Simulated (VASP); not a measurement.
# Zr (P6_3/mmc) in VASP: single point with LDA

Aim: the single point of Zr with LDA.

Everything below comes from runs of VASP 6.6.1. Logs are shortened: lines on timing, memory, paths and dates and some standing lists are left out, and cuts for length are marked.

## (1) The cell of the first run

Symmetry: P6_3/mmc, No. 194, hexagonal system. Conventional cell: a = 3.146 Å, b = 3.146 Å, c = 5.086 Å, α = 90.00°, β = 90.00°, γ = 120.00°. Zr (site symmetry -6m2) has 12 Zr at 3.12 to 3.15 Å within 4.1 Å.

## (2) Single point, LDA

Input file INCAR:

```
PREC = Accurate ; ENCUT = 520
EDIFF = 1E-6 ; ISMEAR = -1
SIGMA = 0.05 ; LREAL = F
LASPH = T ; NELM = 60
ALGO = Normal ; ISIF = 2
LWAVE = F ; LCHARG = F
NBANDS = 19
```

Input file KPOINTS:

```
regular mesh
0
Gamma
  15 15 9
```

Input file POSCAR:

```
Zr
1.0
    3.1460755654      0.0000000000      0.0000000000
   -1.5730377827      2.7245813618      0.0000000000
    0.0000000000      0.0000000000      5.0856829393
Zr
2
Direct
    0.3333333333      0.6666666667      0.2500000000
    0.6666666667      0.3333333333      0.7500000000
```

Potentials or basis: VASP PAW LDA potentials, release 64 (Zr_sv).

Launch:

```bash
> cat potpaw_LDA.64/Zr_sv/POTCAR > POTCAR
> mpirun -np 1 vasp_std > vasp.out
```

OUTCAR:

```text
PREC = Accurate
   ENCUT = 520
   EDIFF = 1E-6
   ISMEAR = -1
   LREAL = F
   LASPH = T
   NELM = 60
   ISIF = 2

 ion  position               nearest neighbor table
   1  0.333  0.667  0.250-   2 3.12   2 3.12   2 3.12   2 3.12   2 3.12   2 3.12
   2  0.667  0.333  0.750-   1 3.12   1 3.12   1 3.12   1 3.12   1 3.12   1 3.12

  LATTYP: Found a hexagonal cell.
 ALAT       =     3.1460755654
 C/A-ratio  =     1.6165164611

  Lattice vectors:

 A1 = (   3.1460755654,   0.0000000000,   0.0000000000)
 A2 = (  -1.5730377827,   2.7245813618,   0.0000000000)
 A3 = (   0.0000000000,   0.0000000000,   5.0856829393)

Analysis of symmetry for initial positions (statically):
=====================================================================
 Subroutine PRICEL returns:
 Original cell was already a primitive cell.

 Routine SETGRP: Setting up the symmetry group for a
 hexagonal supercell.

 Subroutine GETGRP returns: Found 24 space group operations
 (whereof 12 operations were pure point group operations)
 out of a pool of 24 trial point group operations.

The static configuration has the point symmetry D_3d.
 The point group associated with its full space group is D_6h.

Analysis of symmetry for dynamics (positions and initial velocities):
=====================================================================
 Subroutine PRICEL returns:
 Original cell was already a primitive cell.

 Routine SETGRP: Setting up the symmetry group for a
 hexagonal supercell.

 Subroutine GETGRP returns: Found 24 space group operations
 (whereof 12 operations were pure point group operations)
 out of a pool of 24 trial point group operations.

The dynamic configuration has the point symmetry D_3d.
 The point group associated with its full space group is D_6h.

 Subroutine INISYM returns: Found 24 space group operations
 (whereof 12 operations are pure point group operations),
 and found     1 'primitive' translations

----------------------------------------------------------------------------------------

                                     Primitive cell

  volume of cell :      43.5931

  direct lattice vectors                    reciprocal lattice vectors
     3.146075565  0.000000000  0.000000000     0.317856319  0.183514432  0.000000000
    -1.573037783  2.724581362  0.000000000     0.000000000  0.367028863  0.000000000
     0.000000000  0.000000000  5.085682939     0.000000000  0.000000000  0.196630425

  length of vectors
     3.146075565  3.146075565  5.085682939     0.367028863  0.367028863  0.196630425

[... 79 lines left out ...]
   NELM   =     60;   NELMIN=  2; NELMDL= -5     # of ELM steps
   EDIFF  = 0.1E-05   stopping-criterion for ELM
   LREAL  =      F    real-space projection
   EDIFFG = 0.1E-04   stopping-criterion for IOM
   NSW    =      0    number of steps for IOM
   IBRION =     -1    ionic relax: 0-MD 1-quasi-New 2-CG
   NFREE  =      0    steps in history (QN), initial steepest desc. (CG)
   ISIF   =      2    stress and relaxation
   ISYM   =      2    0-nonsym 1-usesym 2-fastsym
   POTIM  = 0.5000    time-step for ionic-motion
   TEBEG  =    0.0;   TEEND  =   0.0 temperature during run
   PSTRESS=    0.0 pullay stress
   NELECT =      24.0000    total number of electrons
   NUPDOWN=      -1.0000    fix difference up-down
   EMIN   =  10.00;   EMAX   =-10.00  energy-range for DOS
   EFERMI =   0.00;   METHOD = LEGACY
   ISMEAR =    -1;   SIGMA  =   0.05  broadening in eV -4-tet -1-fermi 0-gaus
   EFERMI_NEDOS =   21; number of points for ismear=-14 and -15
   IALGO  =     38    algorithm
   IMIX   =      4    mixing-type and parameters
     AMIX     =   0.40;   BMIX     =  1.00
     AMIX_MAG =   1.60;   BMIX_MAG =  1.00
  volume/ion in A,a.u.               =      21.80       147.09
  Fermi-wavevector in a.u.,A,eV,Ry     =   1.341753  2.535545 24.494576  1.800301
  Thomas-Fermi vector in A             =   2.469961
   LORBIT       =      0    0 simple, 1 ext, 2 COOP (PROOUT), +10 PAW based schemes
   GGA     = CA    functional components
   LHFCALC =     F    Hartree Fock is set to
   AEXX    =    0.0000 exact exchange contribution
   IVDW    =     0    specifies the selected vdW correction
   LEPSILON=     F    determine dielectric tensor
   LRPA    =     F    only Hartree local field effects (RPA)
 non-spin polarized calculation
  energy-cutoff  :      520.00
  volume of cell :       43.59
 maximum number of plane-waves:      1194
 NGX is ok and might be reduce to    24
   NGX = 11   NGY = 11   NGZ = 19

 number of electron      23.9999999 magnetization

 Free energy of the ion-electron system (eV)
  ---------------------------------------------------
  ext. energy  EPLUGINS =         0.00000000
  ---------------------------------------------------
  free energy    TOTEN  =       -18.59216450 eV

  energy without entropy =      -18.57465269  energy(sigma->0) =      -18.58340859

 E-fermi :   9.5455     XC(G=0): -11.5978

 val. band max:        9.5399022702   @ k =   0.1333  -0.0000   0.0000
 cond. band min:       9.5532607681   @ k =   0.4000   0.2000   0.2222
 fundamental gap:      0.0133584980
 Fermi energy:         9.5455371553

 k-point     1 :       0.0000    0.0000    0.0000
  band No.  band energies     occupation
      1     -38.8949      2.00000
      2     -38.6982      2.00000
      3     -17.6793      2.00000
      4     -16.5960      2.00000
      5     -16.5960      2.00000
      6     -16.4538      2.00000
[... 505 lines left out ...]
      6     -17.0357      2.00000
[... 11 lines left out ...]
     18      14.6444      0.00000
     19      16.5578      0.00000

 [... further k-points ...]

------------------------ aborting loop because EDIFF is reached ----------------------------------------

  FORCE on cell =-STRESS in cart. coord.  units (eV):
  Direction    XX          YY          ZZ          XY          YZ          ZX
  --------------------------------------------------------------------------------------
  -------------------------------------------------------------------------------------
  Total        0.0217513      0.0217513      0.0517788      0.0000000     -0.0000000      0.0000000
  in kB        0.7994237      0.7994237      1.9030239      0.0000000     -0.0000000      0.0000000
  external PRESSURE =       1.1672905 kB  Pullay stress =       0.0000000 kB

 VOLUME and BASIS-vectors are now :
 -----------------------------------------------------------------------------
  energy-cutoff  :      520.00
  volume of cell :       43.59
      direct lattice vectors                 reciprocal lattice vectors
     3.146075565  0.000000000  0.000000000     0.317856319  0.183514432  0.000000000
    -1.573037783  2.724581362  0.000000000     0.000000000  0.367028863  0.000000000
     0.000000000  0.000000000  5.085682939     0.000000000  0.000000000  0.196630425

 POSITION                                       TOTAL-FORCE (eV/Angst)
 -----------------------------------------------------------------------------------
     -0.00000      1.81639      1.27142         0.000000     -0.000000      0.000000
      1.57304      0.90819      3.81426        -0.000000      0.000000      0.000000
 -----------------------------------------------------------------------------------
    total drift:                               -0.000000      0.000000     -0.000000

  FREE ENERGIE OF THE ION-ELECTRON SYSTEM (eV)
  ---------------------------------------------------
  free  energy   TOTEN  =       -18.5921644958 eV

  energy  without entropy=      -18.5746526874  energy(sigma->0) =      -18.58340859
```

It took 1.7 min on 1 thread of AMD EPYC 7R43 (Zen 3), shared host; peak memory 0.17 GiB.

What came out:

```
Free energy            : -18.5922 eV
Pressure               : 0.1 GPa
Band gap on the k mesh : zero (band 12 reaches 10.54 eV, above the bottom of band 13 at 9.28 eV)
```
